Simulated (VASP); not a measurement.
# Cu (Fm-3m) in VASP: notebook

The runs below take Cu through single point, relaxation of cell and atoms, with PBE.

Program: VASP 6.6.1. These are calculated values, not measurements. Logs are shortened: lines on timing, memory, paths and dates and some standing lists are left out, and cuts for length are marked.

## Step 1: The cell of the first run

Symmetry: Fm-3m, No. 225, cubic system. Conventional cell: a = 3.627 Å, b = 3.627 Å, c = 3.627 Å, α = 90.00°, β = 90.00°, γ = 90.00°. Within 3.4 Å of Cu (site symmetry m-3m) lie 12 Cu at 2.56 Å.

## Step 2: Single point, PBE

INCAR

```
ALGO = Normal
EDIFF = 1E-6
ENCUT = 600
GGA = PE
GGA_COMPAT = False
ISIF = 2
ISMEAR = 0
LASPH = True
LCHARG = False
LREAL = False
LWAVE = False
NBANDS = 12
NELM = 120
PREC = Accurate
SIGMA = 0.1
```

KPOINTS

```
k-points
0
Gamma
  10 10 10
```

POSCAR

```
Cu
1.0
    0.0000000000      1.8135739183      1.8135739183
    1.8135739183      0.0000000000      1.8135739183
    1.8135739183      1.8135739183      0.0000000000
Cu
1
Direct
    0.0000000000      0.0000000000      0.0000000000
```

Potentials or basis: VASP PAW PBE potentials, release 64 (Cu).

Run with:

```sh
$ cat potpaw_PBE.64/Cu/POTCAR > POTCAR
$ mpirun -np 1 vasp_std > vasp.out
```

OUTCAR:

```text
EDIFF = 1E-6
   ENCUT = 600
   GGA = PE
   ISIF = 2
   ISMEAR = 0
   LASPH = True
   LREAL = False
   NELM = 120
   PREC = Accurate

 ion  position               nearest neighbor table
   1  0.000  0.000  0.000-

  LATTYP: Found a face centered cubic cell.
 ALAT       =     3.6271478366

  Lattice vectors:

 A1 = (   0.0000000000,   1.8135739183,   1.8135739183)
 A2 = (   1.8135739183,   0.0000000000,   1.8135739183)
 A3 = (   1.8135739183,   1.8135739183,   0.0000000000)

Analysis of symmetry for initial positions (statically):
=====================================================================
 Subroutine PRICEL returns:
 Original cell was already a primitive cell.

 Routine SETGRP: Setting up the symmetry group for a
 face centered cubic supercell.

 Subroutine GETGRP returns: Found 48 space group operations
 (whereof 48 operations were pure point group operations)
 out of a pool of 48 trial point group operations.

The static configuration has the point symmetry O_h .

Analysis of symmetry for dynamics (positions and initial velocities):
=====================================================================
 Subroutine PRICEL returns:
 Original cell was already a primitive cell.

 Routine SETGRP: Setting up the symmetry group for a
 face centered cubic supercell.

 Subroutine GETGRP returns: Found 48 space group operations
 (whereof 48 operations were pure point group operations)
 out of a pool of 48 trial point group operations.

The dynamic configuration has the point symmetry O_h .

 Subroutine INISYM returns: Found 48 space group operations
 (whereof 48 operations are pure point group operations),
 and found     1 'primitive' translations

----------------------------------------------------------------------------------------

                                     Primitive cell

  volume of cell :      11.9299

  direct lattice vectors                    reciprocal lattice vectors
     0.000000000  1.813573918  1.813573918    -0.275698716  0.275698716  0.275698716
     1.813573918  0.000000000  1.813573918     0.275698716 -0.275698716  0.275698716
     1.813573918  1.813573918  0.000000000     0.275698716  0.275698716 -0.275698716

  length of vectors
     2.564780832  2.564780832  2.564780832     0.477524183  0.477524183  0.477524183

  position of ions in fractional coordinates (direct lattice)
     0.000000000  0.000000000  0.000000000

  ion indices of the primitive-cell ions
   primitive index   ion index
                 1           1

----------------------------------------------------------------------------------------

 KPOINTS: k-points

Automatic generation of k-mesh.
 Grid dimensions read from file:
 generate k-points for:   10   10   10

 Generating k-lattice:

  Cartesian coordinates                     Fractional coordinates (reciprocal lattice)
    -0.027569872  0.027569872  0.027569872     0.100000000  0.000000000  0.000000000
     0.027569872 -0.027569872  0.027569872     0.000000000  0.100000000  0.000000000
     0.027569872  0.027569872 -0.027569872     0.000000000  0.000000000  0.100000000

  Length of vectors
     0.047752418  0.047752418  0.047752418

  Shift w.r.t. Gamma in fractional coordinates (k-lattice)
     0.000000000  0.000000000  0.000000000

 Subroutine IBZKPT returns following result:
 ===========================================

 Found     47 irreducible k-points:

 Following reciprocal coordinates:
            Coordinates               Weight
  0.000000  0.000000  0.000000      1.000000
  0.100000  0.000000  0.000000      8.000000
  0.200000  0.000000  0.000000      8.000000
  0.300000  0.000000  0.000000      8.000000
  0.400000  0.000000  0.000000      8.000000
  0.500000  0.000000  0.000000      4.000000
[... 16 lines left out ...]
  0.300000  0.300000  0.000000      6.000000
  0.400000  0.300000  0.000000     24.000000
 [... further k-points ...]
   k-points           NKPTS =     47   k-points in BZ     NKDIM =     47   number of bands    NBANDS=     12
   number of dos      NEDOS =    301   number of ions     NIONS =      1
   total plane-waves  NPLWV =   8000
   dimension x,y,z NGX =    20 NGY =   20 NGZ =   20
   dimension x,y,z NGXF=    40 NGYF=   40 NGZF=   40
   ions per type =               1
   NGX,Y,Z   is equivalent  to a cutoff of  12.96, 12.96, 12.96 a.u.
   NGXF,Y,Z  is equivalent  to a cutoff of  25.93, 25.93, 25.93 a.u.
 SYSTEM =  unknown system
   PREC   = accura    normal or accurate (medium, high low for compatibility)
   ISTART =      0    job   : 0-new  1-cont  2-samecut
   ICHARG =      2    charge: 1-file 2-atom 10-const
   ISPIN  =      1    spin polarized calculation?
   LNONCOLLINEAR =      F non collinear calculations
   LSORBIT =      F    spin-orbit coupling
   LASPH  =      T    aspherical Exc in radial PAW
   ENCUT  =  600.0 eV  44.10 Ry    6.64 a.u.   5.12  5.12  5.12*2*pi/ulx,y,z
   NELM   =    120;   NELMIN=  2; NELMDL= -5     # of ELM steps
   EDIFF  = 0.1E-05   stopping-criterion for ELM
   LREAL  =      F    real-space projection
   EDIFFG = 0.1E-04   stopping-criterion for IOM
   NSW    =      0    number of steps for IOM
   IBRION =     -1    ionic relax: 0-MD 1-quasi-New 2-CG
   NFREE  =      0    steps in history (QN), initial steepest desc. (CG)
   ISIF   =      2    stress and relaxation
   ISYM   =      2    0-nonsym 1-usesym 2-fastsym
   POTIM  = 0.5000    time-step for ionic-motion
   TEBEG  =    0.0;   TEEND  =   0.0 temperature during run
   PSTRESS=    0.0 pullay stress
   NELECT =      11.0000    total number of electrons
   NUPDOWN=      -1.0000    fix difference up-down
   EMIN   =  10.00;   EMAX   =-10.00  energy-range for DOS
   EFERMI =   0.00;   METHOD = LEGACY
   ISMEAR =     0;   SIGMA  =   0.10  broadening in eV -4-tet -1-fermi 0-gaus
   EFERMI_NEDOS =   21; number of points for ismear=-14 and -15
   IALGO  =     38    algorithm
   IMIX   =      4    mixing-type and parameters
     AMIX     =   0.40;   BMIX     =  1.00
     AMIX_MAG =   1.60;   BMIX_MAG =  1.00
  volume/ion in A,a.u.               =      11.93        80.51
  Fermi-wavevector in a.u.,A,eV,Ry     =   1.593409  3.011105 34.544521  2.538951
  Thomas-Fermi vector in A             =   2.691643
   LORBIT       =      0    0 simple, 1 ext, 2 COOP (PROOUT), +10 PAW based schemes
   GGA     = PE    functional components
   LHFCALC =     F    Hartree Fock is set to
   AEXX    =    0.0000 exact exchange contribution
   IVDW    =     0    specifies the selected vdW correction
   LEPSILON=     F    determine dielectric tensor
   LRPA    =     F    only Hartree local field effects (RPA)
 non-spin polarized calculation
 Gauss-broadening in eV      SIGMA  =   0.10
  energy-cutoff  :      600.00
  volume of cell :       11.93
 maximum number of plane-waves:       411
   NGX = 11   NGY = 11   NGZ = 11

 number of electron      10.9999998 magnetization

 Free energy of the ion-electron system (eV)
  ---------------------------------------------------
  ext. energy  EPLUGINS =         0.00000000
  ---------------------------------------------------
  free energy    TOTEN  =        -3.71464136 eV

  energy without entropy =       -3.71188751  energy(sigma->0) =       -3.71326444

 E-fermi :   7.3521     XC(G=0): -12.6683

 val. band max:        7.3520684444   @ k =   0.5000   0.1000   0.0000
 cond. band min:       7.5567975858   @ k =   0.5000   0.3000   0.1000
 fundamental gap:      0.2047291414
 Fermi energy:         7.3520938288

 k-point     1 :       0.0000    0.0000    0.0000
  band No.  band energies     occupation
      1      -1.8138      2.00000
      2       4.4621      2.00000
      3       4.4621      2.00000
      4       4.4621      2.00000
      5       5.2714      2.00000
      6       5.2714      2.00000
      7      29.9745      0.00000
      8      32.5408      0.00000
      9      32.5408      0.00000
     10      32.5408      0.00000
     11      35.0244      0.00000
     12      35.0244      0.00000

 k-point     2 :       0.1000    0.0000    0.0000
  band No.  band energies     occupation
      1      -1.4540      2.00000
      2       4.3899      2.00000
      3       4.5253      2.00000
      4       4.5253      2.00000
      5       5.2492      2.00000
      6       5.2492      2.00000
      7      27.4274      0.00000
      8      30.6967      0.00000
      9      31.6437      0.00000
     10      31.6437      0.00000
     11      36.4110      0.00000
     12      36.4110      0.00000

 k-point     3 :       0.2000    0.0000    0.0000
  band No.  band energies     occupation
      1      -0.4201      2.00000
      2       4.2450      2.00000
      3       4.6198      2.00000
      4       4.6198      2.00000
      5       5.2707      2.00000
      6       5.2707      2.00000
      7      22.2981      0.00000
      8      30.1981      0.00000
      9      30.5404      0.00000
     10      30.5404      0.00000
     11      36.8581      0.00000
     12      36.9580      0.00000

 k-point     4 :       0.3000    0.0000    0.0000
  band No.  band energies     occupation
      1       1.0592      2.00000
      2       4.2943      2.00000
      3       4.5764      2.00000
      4       4.5764      2.00000
      5       5.4761      2.00000
      6       5.4761      2.00000
      7      17.4775      0.00000
      8      29.4397      0.00000
      9      29.8138      0.00000
     10      29.8138      0.00000
     11      34.6618      0.00000
     12      34.6618      0.00000

 k-point     5 :       0.4000    0.0000    0.0000
  band No.  band energies     occupation
      1       2.1832      2.00000
      2       4.4748      2.00000
      3       4.4748      2.00000
      4       5.2416      2.00000
      5       5.7252      2.00000
      6       5.7252      2.00000
      7      13.3612      0.00000
      8      28.7427      0.00000
      9      29.4616      0.00000
     10      29.4616      0.00000
     11      32.9986      0.00000
     12      32.9986      0.00000

 k-point     6 :       0.5000    0.0000    0.0000
  band No.  band energies     occupation
      1       2.4396      2.00000
      2       4.4298      2.00000
      3       4.4298      2.00000
      4       5.8308      2.00000
      5       5.8308      2.00000
      6       6.4880      2.00000
      7      11.1659      0.00000
      8      28.4716      0.00000
      9      29.3752      0.00000
     10      29.3752      0.00000
     11      32.3924      0.00000
     12      32.3924      0.00000

 k-point     7 :       0.1000    0.1000    0.0000
  band No.  band energies     occupation
      1      -1.3348      2.00000
      2       4.3243      2.00000
      3       4.5745      2.00000
      4       4.5745      2.00000
      5       5.1487      2.00000
      6       5.3221      2.00000
      7      28.6900      0.00000
      8      29.5145      0.00000
      9      29.5145      0.00000
     10      30.9437      0.00000
     11      36.9269      0.00000
     12      37.3298      0.00000

 k-point     8 :       0.2000    0.1000    0.0000
  band No.  band energies     occupation
      1      -0.5263      2.00000
      2       4.1674      2.00000
      3       4.6763      2.00000
      4       4.6963      2.00000
      5       5.0882      2.00000
      6       5.3826      2.00000
      7      24.2433      0.00000
      8      27.9542      0.00000
      9      28.7792      0.00000
     10      32.0253      0.00000
     11      33.9885      0.00000
     12      37.3526      0.00000
[... 166 lines left out ...]
 k-point    20 :      -0.4000    0.2000    0.0000
  band No.  band energies     occupation
      1       3.0853      2.00000
      2       3.9958      2.00000
      3       4.4714      2.00000
      4       4.8229      2.00000
      5       5.6996      2.00000
      6       8.9122      0.00000
      7      12.0465      0.00000
      8      20.5610      0.00000
      9      25.8750      0.00000
     10      27.8836      0.00000
     11      37.6540      0.00000
     12      38.3068      0.00000

 k-point    21 :      -0.3000    0.2000    0.0000
  band No.  band energies     occupation
      1       2.7616      2.00000
      2       4.0935      2.00000
      3       4.2002      2.00000
      4       4.8491      2.00000
      5       5.3770      2.00000
      6       7.1279      1.99848
      7      15.5852      0.00000
      8      20.0260      0.00000
      9      27.9078      0.00000
     10      28.9956      0.00000
     11      37.1236      0.00000
     12      37.1640      0.00000

 k-point    22 :      -0.2000    0.2000    0.0000
  band No.  band energies     occupation
      1       1.5916      2.00000
      2       3.9753      2.00000
      3       4.4451      2.00000
      4       4.9389      2.00000
      5       5.0309      2.00000
      6       6.1304      2.00000
      7      19.7157      0.00000
      8      20.5089      0.00000
      9      30.5701      0.00000
     10      30.6928      0.00000
     11      35.2492      0.00000
     12      37.1492      0.00000

 k-point    23 :       0.3000    0.3000    0.0000
  band No.  band energies     occupation
      1       1.8047      2.00000
      2       3.5473      2.00000
      3       5.0068      2.00000
      4       5.3502      2.00000
      5       5.3502      2.00000
      6       5.6228      2.00000
      7      22.8947      0.00000
      8      23.1050      0.00000
      9      23.1050      0.00000
     10      25.8013      0.00000
     11      28.5321      0.00000
     12      46.2855      0.00000

 k-point    24 :       0.4000    0.3000    0.0000
  band No.  band energies     occupation
      1       2.5216      2.00000
      2       3.4130      2.00000
      3       4.9840      2.00000
      4       5.4076      2.00000
      5       5.7992      2.00000
      6       6.4127      2.00000
      7      19.5151      0.00000
      8      20.3227      0.00000
      9      22.3057      0.00000
     10      26.3688      0.00000
     11      30.0022      0.00000
     12      44.8572      0.00000

 [... further k-points ...]
[... 5 lines left out ...]
  --------------------------------------------------------------------------------------
  -------------------------------------------------------------------------------------
  Total        0.0862417      0.0862417      0.0862417     -0.0000000      0.0000000      0.0000000
  in kB       11.5822337     11.5822337     11.5822337     -0.0000000      0.0000000      0.0000000
  external PRESSURE =      11.5822337 kB  Pullay stress =       0.0000000 kB

 VOLUME and BASIS-vectors are now :
 -----------------------------------------------------------------------------
  energy-cutoff  :      600.00
  volume of cell :       11.93
      direct lattice vectors                 reciprocal lattice vectors
     0.000000000  1.813573918  1.813573918    -0.275698716  0.275698716  0.275698716
     1.813573918  0.000000000  1.813573918     0.275698716 -0.275698716  0.275698716
     1.813573918  1.813573918  0.000000000     0.275698716  0.275698716 -0.275698716

 POSITION                                       TOTAL-FORCE (eV/Angst)
 -----------------------------------------------------------------------------------
      0.00000      0.00000      0.00000         0.000000      0.000000      0.000000
 -----------------------------------------------------------------------------------
    total drift:                                0.000000      0.000000      0.000000

  FREE ENERGIE OF THE ION-ELECTRON SYSTEM (eV)
  ---------------------------------------------------
  free  energy   TOTEN  =        -3.7146413626 eV

  energy  without entropy=       -3.7118875131  energy(sigma->0) =       -3.71326444
```

It took 9.9 s on 1 thread of Intel Xeon 8259CL, shared host; peak memory 0.13 GiB.

Results:

| Property | Result |
| --- | --- |
| Free energy | -3.7146 eV |
| Pressure | 1.2 GPa |

Levels at points of the mesh, in eV from the Fermi level:
| k point | band 4 | band 5 | band 6 | band 7 | band 8 | band 9 |
| --- | --- | --- | --- | --- | --- | --- |
| (0.00, 0.00, 0.00) | -2.89 | -2.08 | -2.08 | 22.62 | 25.19 | 25.19 |
| (0.50, 0.00, 0.00) | -1.52 | -1.52 | -0.86 | 3.81 | 21.12 | 22.02 |
| (0.50, 0.50, 0.00) | -1.38 | -1.38 | 1.61 | 7.15 | 13.11 | 13.11 |

[end of part 1 of 2]
